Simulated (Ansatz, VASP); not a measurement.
## Two plane-wave programs on SnSe

```
Sn Se
1.0
     0.03010    3.02505    3.02505
     3.02505    0.03010    3.02505
     3.02505    3.02505    0.03010
Sn Se
1 1
Direct
  0.00000 0.00000 0.00000
  0.50000 0.50000 0.50000
```

Alike in both runs: task single point; functional LDA; k mesh 6 × 6 × 6; occupations gaussian, width 0.05 eV; no spin polarisation.

|  | VASP | Ansatz |
| --- | --- | --- |
| version | VASP 6.6.1 | Ansatz 0.2.0 |
| potentials or method | VASP PAW LDA potentials, release 64 (Sn_d, Se), cutoff 520 eV | plane waves, PAW |
| valence electrons in the cell | 20 | 30 |

Ansatz gave:

- pressure (GPa): -3.7
- traceless stress, the component that is largest in VASP (GPa): -0.20

What did VASP give for the same quantities?

Pressure (GPa): -3.6; traceless stress, the component that is largest in VASP (GPa): -0.20.

LDA's correlation is that of Perdew and Zunger in VASP and of Perdew and Wang (1992) in Ansatz. VASP's potentials hold 20 valence electrons a cell and Ansatz's 30, so a difference there can come from the potentials and not from the codes.
